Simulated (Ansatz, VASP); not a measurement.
# One calculation of MoS2, two programs

```
Mo S
1.0
     3.20260    0.00000    0.00000
    -1.60130    2.77353    0.00000
     0.00000    0.00000   12.45679
Mo S
2 4
Direct
  0.33333 0.66667 0.25000
  0.66667 0.33333 0.75000
  0.33333 0.66667 0.62750
  0.66667 0.33333 0.12750
  0.33333 0.66667 0.87250
  0.66667 0.33333 0.37250
```

Change from the starting cell: volume scaled by 1.04.

Alike in both runs: task single point; functional PBE; k mesh 10 × 10 × 3; occupations fermi-dirac, width 0.03 eV; no spin polarisation.

|  | VASP | Ansatz |
| --- | --- | --- |
| version | VASP 6.6.1 | Ansatz 0.2.0 |
| potentials or method | VASP PAW PBE potentials, release 64 (Mo_sv, S), cutoff 520 eV | all-electron LAPW, scalar-relativistic |

|  | VASP | Ansatz | Ansatz less VASP |
| --- | --- | --- | --- |
| pressure (GPa) | 2.4 | 2.6 | +0.15 |
| traceless stress, the component that is largest in VASP (GPa) | 3.82 | 3.86 | +0.036 |
| rms of the force components (eV/Å) | 0.237 | 0.244 | +0.0072 |

Atom by atom the forces differ by 0.007 eV/Å (rms over components). Ansatz ran all-electron here, and VASP with PAW potentials.
